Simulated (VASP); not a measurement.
# SiO2 (I-42d) in VASP: further runs

Runs on SiO2. Level: LDA. Tasks: single point.

Program: VASP 6.6.1. These are calculated values, not measurements. Logs are shortened: lines on timing, memory, paths and dates and some standing lists are left out, and cuts for length are marked.

### Step 1. The cell of the first run

It takes space group I-42d (No. 122, tetragonal). Conventional cell: a = 4.955 Å, b = 4.955 Å, c = 7.311 Å, α = 90.00°, β = 90.00°, γ = 90.00°. Si (site symmetry -4) has 4 O at 1.61 Å within 2.1 Å. Within 2.1 Å of O (site symmetry 2) lie 2 Si at 1.61 Å.

### Step 2. Single point, LDA

File INCAR:

```
ALGO     = Normal         # electronic algorithm
EDIFF    = 1E-6           # SCF threshold, eV
ENCUT    = 520            # plane-wave cutoff, eV
GGA      = CA             # functional
ISIF     = 2              # what is computed and relaxed
ISMEAR   = 0              # smearing method
LASPH    = T              # aspherical terms in the spheres
LCHARG   = F              # write CHGCAR
LREAL    = F              # projectors in reciprocal space
LWAVE    = F              # write WAVECAR
NBANDS   = 25             # bands
NELM     = 100            # most SCF steps
PREC     = Accurate       # precision mode
SIGMA    = 0.1            # smearing width, eV
```

File KPOINTS:

```
k-points
0
Gamma
  6 6 6
```

File POSCAR:

```
SiO2
1.0
   -2.4772904627      2.4772904627      3.6556712422
    2.4772904627     -2.4772904627      3.6556712422
    2.4772904627      2.4772904627     -3.6556712422
Si O
2 4
Direct
    0.0000000000      0.0000000000      0.0000000000
    0.7500000000      0.2500000000      0.5000000000
    0.3750000000      0.2217861300      0.3467861300
    0.9717861300      0.6250000000      0.8467861300
    0.7782138700      0.1250000000      0.1532138700
    0.8750000000      0.0282138700      0.6532138700
```

Potentials or basis: VASP PAW LDA potentials, release 64 (Si, O).

Launch:

```
$ cat potpaw_LDA.64/Si/POTCAR potpaw_LDA.64/O/POTCAR > POTCAR
$ mpirun -np 1 vasp_std > vasp.out
```

OUTCAR:

```text
EDIFF = 1E-6
   ENCUT = 520
   GGA = CA
   ISIF = 2
   ISMEAR = 0
   LASPH = T
   LREAL = F
   NELM = 100
   PREC = Accurate

 ion  position               nearest neighbor table
   1  0.000  0.000  0.000-   3 1.61   4 1.61   6 1.61   5 1.61   2 3.08   2 3.08   2 3.08   2 3.08

   2  0.750  0.250  0.500-   3 1.61   4 1.61   5 1.61   6 1.61   1 3.08   1 3.08   1 3.08   1 3.08

   3  0.375  0.222  0.347-   1 1.61   2 1.61
   4  0.972  0.625  0.847-   1 1.61   2 1.61
   5  0.778  0.125  0.153-   2 1.61   1 1.61
   6  0.875  0.028  0.653-   1 1.61   2 1.61

  LATTYP: Found a body centered tetragonal cell.
 ALAT       =     4.9545809254
 C/A-ratio  =     1.4756732395

  Lattice vectors:

 A1 = (  -2.4772904627,   2.4772904627,   3.6556712422)
 A2 = (   2.4772904627,  -2.4772904627,   3.6556712422)
 A3 = (   2.4772904627,   2.4772904627,  -3.6556712422)

Analysis of symmetry for initial positions (statically):
=====================================================================
 Subroutine PRICEL returns:
 Original cell was already a primitive cell.

 Routine SETGRP: Setting up the symmetry group for a
 body centered tetragonal supercell.

 Subroutine GETGRP returns: Found  8 space group operations
 (whereof  4 operations were pure point group operations)
 out of a pool of 16 trial point group operations.

The static configuration has the point symmetry S_4 .
 The point group associated with its full space group is D_2d.

Analysis of symmetry for dynamics (positions and initial velocities):
=====================================================================
 Subroutine PRICEL returns:
 Original cell was already a primitive cell.

 Routine SETGRP: Setting up the symmetry group for a
 body centered tetragonal supercell.

 Subroutine GETGRP returns: Found  8 space group operations
 (whereof  4 operations were pure point group operations)
 out of a pool of 16 trial point group operations.

The dynamic configuration has the point symmetry S_4 .
 The point group associated with its full space group is D_2d.

 Subroutine INISYM returns: Found  8 space group operations
 (whereof  4 operations are pure point group operations),
 and found     1 'primitive' translations

[... 96 lines left out ...]
   ISPIN  =      1    spin polarized calculation?
   LNONCOLLINEAR =      F non collinear calculations
   LSORBIT =      F    spin-orbit coupling
   LASPH  =      T    aspherical Exc in radial PAW
   ENCUT  =  520.0 eV  38.22 Ry    6.18 a.u.   9.41  9.41  9.41*2*pi/ulx,y,z
   NELM   =    100;   NELMIN=  2; NELMDL= -5     # of ELM steps
   EDIFF  = 0.1E-05   stopping-criterion for ELM
   LREAL  =      F    real-space projection
   EDIFFG = 0.1E-04   stopping-criterion for IOM
   NSW    =      0    number of steps for IOM
   IBRION =     -1    ionic relax: 0-MD 1-quasi-New 2-CG
   NFREE  =      0    steps in history (QN), initial steepest desc. (CG)
   ISIF   =      2    stress and relaxation
   ISYM   =      2    0-nonsym 1-usesym 2-fastsym
   POTIM  = 0.5000    time-step for ionic-motion
   TEBEG  =    0.0;   TEEND  =   0.0 temperature during run
   PSTRESS=    0.0 pullay stress
   NELECT =      32.0000    total number of electrons
   NUPDOWN=      -1.0000    fix difference up-down
   EMIN   =  10.00;   EMAX   =-10.00  energy-range for DOS
   EFERMI =   0.00;   METHOD = LEGACY
   ISMEAR =     0;   SIGMA  =   0.10  broadening in eV -4-tet -1-fermi 0-gaus
   EFERMI_NEDOS =   21; number of points for ismear=-14 and -15
   IALGO  =     38    algorithm
   IMIX   =      4    mixing-type and parameters
     AMIX     =   0.40;   BMIX     =  1.00
     AMIX_MAG =   1.60;   BMIX_MAG =  1.00
  volume/ion in A,a.u.               =      14.96       100.93
  Fermi-wavevector in a.u.,A,eV,Ry     =   1.160908  2.193798 18.336674  1.347708
  Thomas-Fermi vector in A             =   2.297486
   LORBIT       =      0    0 simple, 1 ext, 2 COOP (PROOUT), +10 PAW based schemes
   GGA     = CA    functional components
   LHFCALC =     F    Hartree Fock is set to
   AEXX    =    0.0000 exact exchange contribution
   IVDW    =     0    specifies the selected vdW correction
   LEPSILON=     F    determine dielectric tensor
   LRPA    =     F    only Hartree local field effects (RPA)
 non-spin polarized calculation
 Gauss-broadening in eV      SIGMA  =   0.10
  energy-cutoff  :      520.00
  volume of cell :       89.74
 maximum number of plane-waves:      2437
 NGX is ok and might be reduce to    40
   NGX = 19   NGY = 19   NGZ = 19

 number of electron      32.0000000 magnetization

 Free energy of the ion-electron system (eV)
  ---------------------------------------------------
  ext. energy  EPLUGINS =         0.00000000
  ---------------------------------------------------
  free energy    TOTEN  =       -51.87690744 eV

  energy without entropy =      -51.87690744  energy(sigma->0) =      -51.87690744

 E-fermi :  -0.2610     XC(G=0):  -8.7361

 val. band max:       -0.6791061076   @ k =   0.0000   0.0000   0.0000
 cond. band min:       5.0193201175   @ k =   0.0000   0.0000   0.0000
 fundamental gap:      5.6984262251
 Fermi energy:        -0.2609556493

 k-point     1 :       0.0000    0.0000    0.0000
  band No.  band energies     occupation
      1     -19.6561      2.00000
      2     -17.4999      2.00000
      3     -17.4999      2.00000
      4     -17.4399      2.00000
      5      -9.9622      2.00000
      6      -6.2638      2.00000
[... 661 lines left out ...]
     24      12.1415      0.00000
     25      12.6840      0.00000

 [... further k-points ...]
[... 5 lines left out ...]
  --------------------------------------------------------------------------------------
  -------------------------------------------------------------------------------------
  Total       -0.5615929     -0.5615929     -0.5436112      0.0000000     -0.0000000      0.0000000
  in kB      -10.0265429    -10.0265429     -9.7055019      0.0000000     -0.0000000      0.0000000
  external PRESSURE =      -9.9195292 kB  Pullay stress =       0.0000000 kB

 VOLUME and BASIS-vectors are now :
 -----------------------------------------------------------------------------
  energy-cutoff  :      520.00
  volume of cell :       89.74
      direct lattice vectors                 reciprocal lattice vectors
    -2.477290463  2.477290463  3.655671242     0.000000000  0.201833417  0.136773787
     2.477290463 -2.477290463  3.655671242     0.201833417  0.000000000  0.136773787
     2.477290463  2.477290463 -3.655671242     0.201833417  0.201833417  0.000000000

 POSITION                                       TOTAL-FORCE (eV/Angst)
 -----------------------------------------------------------------------------------
      0.00000      0.00000      0.00000        -0.000000      0.000000     -0.000000
      0.00000      2.47729      1.82784         0.000000      0.000000      0.000000
      0.47953      1.23865      0.91392        -0.068297      0.000000      0.000000
      1.23865      2.95683      2.74175         0.000000     -0.068297      0.000000
     -1.23865      1.99776      2.74175        -0.000000      0.068297     -0.000000
     -0.47953      3.71594      0.91392         0.068297     -0.000000     -0.000000
 -----------------------------------------------------------------------------------
    total drift:                                0.000002      0.000002      0.000001

  FREE ENERGIE OF THE ION-ELECTRON SYSTEM (eV)
  ---------------------------------------------------
  free  energy   TOTEN  =       -51.8769074416 eV

  energy  without entropy=      -51.8769074415  energy(sigma->0) =      -51.87690744
```

stdout:

```text
POSCAR found type information on POSCAR SiO
 POSCAR found :  2 types and       6 ions
 scaLAPACK will be used
 LDA part: xc-table for (Slater(with rela. corr.)+CA(PZ))
 , standard interpolation
 POSCAR, INCAR and KPOINTS ok, starting setup
 FFT: planning ... GRIDC
 FFT: planning ... GRID_SOFT
 FFT: planning ... GRID
 WAVECAR not read
 entering main loop
```

Run time: 27 s. Hardware: 1 thread of Intel Xeon 6975P-C (Granite Rapids), shared host; peak memory 0.2 GiB.

Results:

| Quantity | Value |
| --- | --- |
| Free energy | -51.8769 eV |
| Pressure | -1.0 GPa |
| Largest force | 0.068 eV/Å |
| Band gap on the k mesh | 5.70 eV, direct |

Forces in eV/Å, atoms in the order of the input:
```
Si   0.000  0.000  0.000
Si   0.000  0.000  0.000
O   -0.068  0.000  0.000
O    0.000 -0.068  0.000
O    0.000  0.068  0.000
O    0.068  0.000  0.000
```

Levels at points of the mesh, in eV from the valence-band top:
| k point | band 13 | band 14 | band 15 | band 16 | band 17 | band 18 | band 19 | band 20 |
| --- | --- | --- | --- | --- | --- | --- | --- | --- |
| (0.00, 0.00, 0.00) | -1.58 | -0.68 | 0.00 | 0.00 | 5.70 | 8.56 | 10.40 | 10.40 |
| (0.50, 0.00, 0.00) | -1.53 | -0.79 | -0.50 | -0.14 | 8.05 | 8.67 | 9.43 | 10.00 |
| (0.50, 0.50, 0.00) | -1.00 | -1.00 | -0.34 | -0.34 | 8.88 | 8.88 | 10.01 | 10.01 |
| (0.50, 0.50, 0.50) | -1.48 | -1.48 | -0.33 | -0.33 | 8.66 | 8.66 | 10.02 | 10.02 |

### Step 3. Single point, LDA

This run uses another cell than the first one, of 14.76 Å³/atom, 0.987 times its volume.

File INCAR:

```
SYSTEM = SiO2
PREC = Accurate
ENCUT = 520
EDIFF = 1E-7
ISMEAR = 0
SIGMA = 0.02
LREAL = .False.
LASPH = .True.
NELM = 80
ALGO = Normal
ISIF = 2
LWAVE = .False.
LCHARG = .False.
GGA = CA
NBANDS = 25
```

File KPOINTS:

```
Automatic mesh
0
Gamma
  6 6 6
  0 0 0
```

File POSCAR:

```
SiO2
1.0
   -2.4644427283      2.4644427283      3.6444032392
    2.4644427283     -2.4644427283      3.6444032392
    2.4644427283      2.4644427283     -3.6444032392
Si O
2 4
Direct
    0.0000000000      0.0000000000      0.0000000000
    0.7500000000      0.2500000000      0.5000000000
    0.3750000000      0.2235469582      0.3485469582
    0.9735469582      0.6250000000      0.8485469582
    0.7764530418      0.1250000000      0.1514530418
    0.8750000000      0.0264530418      0.6514530418
```

Potentials or basis: VASP PAW LDA potentials, release 64 (Si, O).

Launch:

```
$ cat potpaw_LDA.64/Si/POTCAR potpaw_LDA.64/O/POTCAR > POTCAR
$ mpirun -np 1 vasp_std > vasp.out
```

Run time: 56 s. Hardware: 1 thread of Intel Xeon Platinum 8375C at 2.90GHz (Ice Lake), shared host; peak memory 0.21 GiB.

It converged, with:

```yaml
Free_energy: -51.8764 eV
Pressure: 0.6 GPa
Largest_force: 0.030 eV/Å
Band_gap_on_the_k_mesh: 5.76 eV, direct
```

Forces in eV/Å, atoms in the order of the input:
```
Si   0.000  0.000  0.000
Si   0.000  0.000  0.000
O    0.030  0.000  0.000
O    0.000  0.030  0.000
O    0.000 -0.030  0.000
O   -0.030  0.000  0.000
```

Levels at points of the mesh, in eV from the valence-band top:
```tsv
k point	band 13	band 14	band 15	band 16	band 17	band 18	band 19	band 20
(0.00, 0.00, 0.00)	-1.58	-0.69	0.00	0.00	5.76	8.60	10.54	10.54
(0.50, 0.00, 0.00)	-1.53	-0.79	-0.49	-0.15	8.15	8.73	9.49	10.08
(0.50, 0.50, 0.00)	-1.00	-1.00	-0.33	-0.33	8.96	8.96	10.09	10.09
(0.50, 0.50, 0.50)	-1.50	-1.50	-0.32	-0.32	8.72	8.72	10.05	10.05
```

A k mesh can miss the band edges. LDA gaps usually lie below the measured ones, often by a third to a half.

### Step 4. Single point, LDA (biaxial strain in the a-b plane: +3.0 %, then relaxed in part)

File INCAR:

```
ALGO     = Normal         # electronic algorithm
EDIFF    = 1E-6           # SCF threshold, eV
ENCUT    = 520            # plane-wave cutoff, eV
GGA      = CA             # functional
ISIF     = 2              # what is computed and relaxed
ISMEAR   = 0              # smearing method
LASPH    = T              # aspherical terms in the spheres
LCHARG   = T              # write CHGCAR
LELF     = T              # ELF
LREAL    = F              # projectors in reciprocal space
LVHAR    = T            
LWAVE    = F              # write WAVECAR
NBANDS   = 44             # bands
NELM     = 80             # most SCF steps
PREC     = Accurate       # precision mode
SIGMA    = 0.02           # smearing width, eV
```

File KPOINTS:

```
k-points
0
Gamma
  6 6 4
```

File POSCAR:

```
SiO2
1.0
    5.0767533574      0.0000000000      0.0000000000
    0.0000000000      5.0767533574      0.0000000000
    0.0000000000      0.0000000000      7.2214716763
Si O
4 8
Direct
    0.0000000000      0.0000000000      0.0000000000
    0.0000000000      0.5000000000      0.2500000000
    0.5000000000      0.5000000000      0.5000000000
    0.5000000000      0.0000000000      0.7500000000
    0.0777572137      0.2500000000      0.1250000000
    0.2500000000      0.5777572137      0.3750000000
    0.7500000000      0.4222427863      0.3750000000
    0.9222427863      0.7500000000      0.1250000000
    0.5777572137      0.7500000000      0.6250000000
    0.7500000000      0.0777572137      0.8750000000
    0.2500000000      0.9222427863      0.8750000000
    0.4222427863      0.2500000000      0.6250000000
```

Launch:

```
$ cat potpaw_LDA.64/Si/POTCAR potpaw_LDA.64/O/POTCAR > POTCAR
$ mpirun -np 1 vasp_std > vasp.out
```

It took 7.1 min on 1 thread of AMD EPYC 7R13, shared host; peak memory 0.29 GiB.

The run converged. Its results:

```
Free energy            : -103.7373 eV
Pressure               : -0.2 GPa
Largest force          : 0.018 eV/Å
Band gap on the k mesh : 5.59 eV
```

Forces on the atoms (eV/Å):
```
Si   0.000  0.000  0.000
Si   0.000  0.000  0.000
Si   0.000  0.000  0.000
Si   0.000  0.000  0.000
O    0.018  0.000  0.000
O    0.000  0.018  0.000
O    0.000 -0.018  0.000
O   -0.018  0.000  0.000
O    0.018  0.000  0.000
O    0.000  0.018  0.000
O    0.000 -0.018  0.000
O   -0.018  0.000  0.000
```

Stress tensor (GPa, compression positive):
```
-0.58  0.00  0.00
 0.00 -0.58  0.00
 0.00  0.00  0.51
```

Levels at points of the mesh, in eV from the valence-band top:
| k point | band 29 | band 30 | band 31 | band 32 | band 33 | band 34 | band 35 | band 36 |
| --- | --- | --- | --- | --- | --- | --- | --- | --- |
| (0.00, 0.00, 0.00) | -0.49 | -0.45 | 0.00 | 0.00 | 5.59 | 8.55 | 8.55 | 8.57 |
| (0.50, 0.00, 0.00) | -0.70 | -0.70 | -0.21 | -0.21 | 7.54 | 7.54 | 9.15 | 9.15 |
| (0.50, 0.50, 0.00) | -0.41 | -0.41 | -0.41 | -0.41 | 8.64 | 8.64 | 8.64 | 8.64 |
| (0.00, 0.00, 0.50) | -0.27 | -0.27 | -0.27 | -0.27 | 6.69 | 6.69 | 8.82 | 8.82 |
| (0.50, 0.00, 0.50) | -0.64 | -0.64 | -0.09 | -0.09 | 7.93 | 7.93 | 8.45 | 8.45 |
| (0.50, 0.50, 0.50) | -0.54 | -0.54 | -0.54 | -0.54 | 9.02 | 9.02 | 9.02 | 9.02 |

Caveat: the cell differs from its parent crystal (biaxial strain in the a-b plane: +3.0 %, then relaxed in part). A k mesh can miss the band edges.

### Step 5. Single point, LDA (uniaxial strain along c: -1.5 %)

File INCAR:

```
ALGO = Normal
EDIFF = 1E-6
ENCUT = 520
GGA = CA
ISIF = 2
ISMEAR = 0
LASPH = True
LCHARG = False
LREAL = False
LWAVE = False
NBANDS = 44
NELM = 80
PREC = Accurate
SIGMA = 0.02
```

KPOINTS is that of step 4.

File POSCAR:

```
SiO2
1.0
    4.9473688467      0.0000000000      0.0000000000
    0.0000000000      4.9473688467      0.0000000000
    0.0000000000      0.0000000000      7.1794743892
Si O
4 8
Direct
    0.0000000000      0.0000000000      0.0000000000
    0.0000000000      0.5000000000      0.2500000000
    0.5000000000      0.5000000000      0.5000000000
    0.5000000000      0.0000000000      0.7500000000
    0.0985469533      0.2500000000      0.1250000000
    0.2500000000      0.5985469533      0.3750000000
    0.7500000000      0.4014530467      0.3750000000
    0.9014530467      0.7500000000      0.1250000000
    0.5985469533      0.7500000000      0.6250000000
    0.7500000000      0.0985469533      0.8750000000
    0.2500000000      0.9014530467      0.8750000000
    0.4014530467      0.2500000000      0.6250000000
```

Launch:

```
$ cat potpaw_LDA.64/Si/POTCAR potpaw_LDA.64/O/POTCAR > POTCAR
$ mpirun -np 1 vasp_std > vasp.out
```

Wall time 4.4 min (1 thread of Intel Xeon 6975P-C, shared host); peak memory 0.32 GiB.

The run converged. Its results:

```yaml
Free_energy: -103.7350 eV
Pressure: 1.8 GPa
Largest_force: 0.096 eV/Å
Band_gap_on_the_k_mesh: 5.80 eV
```

Forces on the atoms (eV/Å):
```
Si   0.000  0.000  0.000
Si   0.000  0.000  0.000
Si   0.000  0.000  0.000
Si   0.000  0.000  0.000
O    0.096  0.000  0.000
O    0.000  0.096  0.000
O    0.000 -0.096  0.000
O   -0.096  0.000  0.000
O    0.096  0.000  0.000
O    0.000  0.096  0.000
O    0.000 -0.096  0.000
O   -0.096  0.000  0.000
```

Stress tensor (GPa, compression positive):
```
1.51 0.00 0.00
0.00 1.51 0.00
0.00 0.00 2.40
```

Levels at points of the mesh, in eV from the valence-band top:
```csv
k point,band 29,band 30,band 31,band 32,band 33,band 34,band 35,band 36
"(0.00, 0.00, 0.00)",-0.35,-0.35,0.00,0.00,5.80,8.63,8.80,8.80
"(0.50, 0.00, 0.00)",-0.64,-0.64,-0.18,-0.18,7.82,7.82,9.39,9.39
"(0.50, 0.50, 0.00)",-0.31,-0.31,-0.31,-0.31,9.00,9.00,9.00,9.00
"(0.00, 0.00, 0.50)",-0.21,-0.21,-0.21,-0.21,6.93,6.93,8.96,8.96
"(0.50, 0.00, 0.50)",-0.47,-0.47,-0.15,-0.15,8.22,8.22,8.78,8.78
"(0.50, 0.50, 0.50)",-0.43,-0.43,-0.43,-0.43,9.36,9.36,9.36,9.36
```

Caveat: the cell differs from its parent crystal (uniaxial strain along c: -1.5 %). A k mesh can miss the band edges.

### Step 6. Overview

| cell | k mesh | smearing | gap on the mesh (eV) | pressure (GPa) | largest force (eV/Å) |
| --- | --- | --- | --- | --- | --- |
| a = 5.063 Å, angles 121.4, 121.4, 87.6°, 6 atoms | 6 × 6 × 6 | gaussian 0.1 eV | 5.70 | -1.0 | 0.07 |
| a = 5.043 Å, angles 121.5, 121.5, 87.4°, 6 atoms | 6 × 6 × 6 | gaussian 0.02 eV | 5.76 | 0.6 | 0.03 |
| a = 5.077, b = 5.077, c = 7.221 Å, 12 atoms | 6 × 6 × 4 | gaussian 0.02 eV | 5.59 | -0.2 | 0.02 |
| a = 4.947, b = 4.947, c = 7.179 Å, 12 atoms | 6 × 6 × 4 | gaussian 0.02 eV | 5.80 | 1.8 | 0.10 |

Alike in all rows: task single point; level LDA; potentials or basis VASP PAW LDA potentials, release 64 (Si, O); no spin polarisation; cutoff (eV) 520.

Absolute energies hang on the potentials; compare differences alone.
